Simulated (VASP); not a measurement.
Here is a VASP 6.6.1 calculation.

INCAR

```
PREC = Accurate
ENCUT = 520
EDIFF = 1E-7
ISMEAR = -1
SIGMA = 0.05
LREAL = F
LASPH = T
NELM = 60
ALGO = Normal
ISIF = 2
LWAVE = F
LCHARG = F
GGA = CA
NBANDS = 12
```

File KPOINTS:

```
Automatic mesh
0
Gamma
  17 17 17
```

POSCAR

```
Au
1.0
    2.5957432737      0.0000000000      0.0000000000
    0.0000000000      2.5957432737      0.0000000000
    0.0000000000      0.0000000000      2.5957432737
Au
1
Direct
    0.0000000000      0.0000000000      0.0000000000
```

Potentials or basis: VASP PAW LDA potentials, release 64 (Au).

The run is started by

```bash
$ cat potpaw_LDA.64/Au/POTCAR > POTCAR
$ mpirun -np 1 vasp_std > vasp.out
```

Question: Predict the pressure.

Answer: 15.6 GPa.
